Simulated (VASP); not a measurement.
Write the native input for VASP 6.6.1 that does the following.

```
Task                   : single point
Functional             : PBE
Potentials or basis    : VASP PAW PBE potentials, release 64 (Cd, S)
Cutoff                 : 520 eV
k mesh                 : 4 × 4 × 4
Occupations            : gaussian, width 0.01 eV
Spin                   : no spin polarisation
Dipole correction      : no
Further INCAR settings : ALGO = Normal; EDIFF = 1e-06; NBANDS = 16
```

The structure of CdS (Hawleyite) lies in POSCAR:

```
CdS
1.0
    0.0609886882      2.9392138876      2.9392138876
    2.9392138876      0.0609886882      2.9392138876
    3.0002025758      3.0002025758      0.0000000000
Cd S
1 1
Direct
    0.0045856461      0.0045856461     -0.0045856461
    0.2454143539      0.2454143539      0.2545856461
```

This cell differs from its parent crystal: shear xy strain +4.2%.

These files were run (other wordings do the same):

INCAR

```
ALGO = Normal
EDIFF = 1E-6
ENCUT = 520
GGA = PE
ISIF = 2
ISMEAR = 0
LASPH = T
LCHARG = T
LELF = T
LREAL = F
LVHAR = T
LWAVE = F
NBANDS = 16
NELM = 60
PREC = Accurate
SIGMA = 0.01
```

KPOINTS

```
k-points
0
Gamma
  4 4 4
```

Potentials or basis: VASP PAW PBE potentials, release 64 (Cd, S).

The run is started by

```console
$ cat potpaw_PBE.64/Cd/POTCAR potpaw_PBE.64/S/POTCAR > POTCAR
$ mpirun -np 1 vasp_std > vasp.out
```

It gave:

The pressure is 1.8 GPa and the band gap on the k mesh is 0.99 eV, direct.

Caveat: the k points lie up to 0.47 Å⁻¹ apart; the cell differs from its parent crystal (shear xy strain +4.2%).

Run time: 11 s on 1 thread of AMD EPYC 9R45 96-Core Processor (Zen 5), on a shared host, peak memory 0.15 GiB.
